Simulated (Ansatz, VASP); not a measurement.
**One calculation of Bi, two programs**

INCAR

```
SYSTEM = Bi
ALGO = Normal
EDIFF = 1E-6
ENCUT = 500
GGA = PE
GGA_COMPAT = .FALSE.
ISIF = 2
ISMEAR = 0
LASPH = .TRUE.
LCHARG = .TRUE.
LELF = .TRUE.
LREAL = .FALSE.
LVHAR = .TRUE.
LWAVE = .FALSE.
NBANDS = 14
NELM = 120
PREC = Accurate
SIGMA = 0.017
```

The input KPOINTS:

```
k-points
0
G
  9 9 9
  0 0 0
```

File POSCAR:

```
Bi
1.0
   -1.9814305318      1.9814305318      1.9814305318
    1.9814305318     -1.9814305318      1.9814305318
    1.9814305318      1.9814305318     -1.9814305318
Bi
1
Direct
    0.0000000000      0.0000000000      0.0000000000
```

File input.yaml:

```yaml
crystal:
  lattice:
    - [-1.9814305318, 1.9814305318, 1.9814305318]
    - [1.9814305318, -1.9814305318, 1.9814305318]
    - [1.9814305318, 1.9814305318, -1.9814305318]
  atoms:
    - { symbol: Bi, position: [0.0, 0.0, 0.0] }
hamiltonian:
  xc: pbe
  pseudopotentials: { kind: paw }
kpoints:
  mp_grid: { grid: [9, 9, 9] }
scf:
  occupations: { method: gaussian, width: 0.017 }
output:
  forces: true
  stress: true
  eigenvalues: true
```

Alike in both runs: task single point; functional PBE; k mesh 9 × 9 × 9; occupations gaussian, width 0.017 eV; no spin polarisation.

```csv
,VASP,Ansatz
version,VASP 6.6.1,Ansatz 0.2.0
potentials or method,"VASP PAW PBE potentials, release 64 (Bi_d)",Ansatz PAW
plane-wave cutoff (eV),500,420
valence electrons in the cell,15,15
```

```csv
,VASP,Ansatz,Ansatz less VASP
gap on the k mesh at the Fermi level (eV),none,none,-
pressure (GPa),0.8,0.8,+0.03
```

A gap of «none» marks a metal or a gap that the smearing closes. The functional is the same, so the differences come from potentials, cutoffs and numerics.

Spin-orbit coupling is off throughout.
